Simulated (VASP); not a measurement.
KMgF3, 5 atoms in the cell. The structure is tetragonal, space group P4/mmm (No. 123). Conventional cell: a = 3.826 Å, b = 3.826 Å, c = 4.305 Å, α = 90.00°, β = 90.00°, γ = 90.00°. K (site symmetry 4/mmm) has 12 F at 2.71 to 2.88 Å and 8 Mg at 3.46 Å within 3.6 Å. Mg (site symmetry 4/mmm) has 6 F at 1.91 to 2.15 Å within 2.5 Å. Within 2.5 Å of F (site symmetry mmm) lie 2 Mg at 1.91 Å. F (site symmetry 4/mmm) has 2 Mg at 2.15 Å and 4 K at 2.71 Å and 8 F at 2.88 Å within 2.9 Å.  This cell differs from its parent crystal: strain -0.040 along x and y, +0.080 along z.

```yaml
Program: VASP 6.6.1
Task: single point
Functional: PBE
Potentials_or_basis: VASP PAW PBE potentials, release 64 (K_sv, Mg, F)
Cutoff: 520 eV
k_mesh: 6 × 6 × 6
Occupations: gaussian, width 0.05 eV
Spin: no spin polarisation
Dipole_correction: no
Further_INCAR_settings: ALGO = Normal; EDIFF = 1e-06; NBANDS = 24
```

Potentials or basis: VASP PAW PBE potentials, release 64 (K_sv, Mg, F).

Command:

```sh
$ cat potpaw_PBE.64/K_sv/POTCAR potpaw_PBE.64/Mg/POTCAR potpaw_PBE.64/F/POTCAR > POTCAR
$ mpirun -np 1 vasp_std > vasp.out
```

Hardware: 1 thread of Intel(R) Xeon(R) Platinum 8259CL CPU @ 2.50GHz (Skylake/Cascade Lake) (shared host).

Task: How long does it take, and how much memory?

Result: It took 42 s on 1 thread of Intel(R) Xeon(R) Platinum 8259CL CPU @ 2.50GHz (Skylake/Cascade Lake), with other jobs on the host, peak memory 0.2 GiB. Counts: scf iterations 13, k points 40.
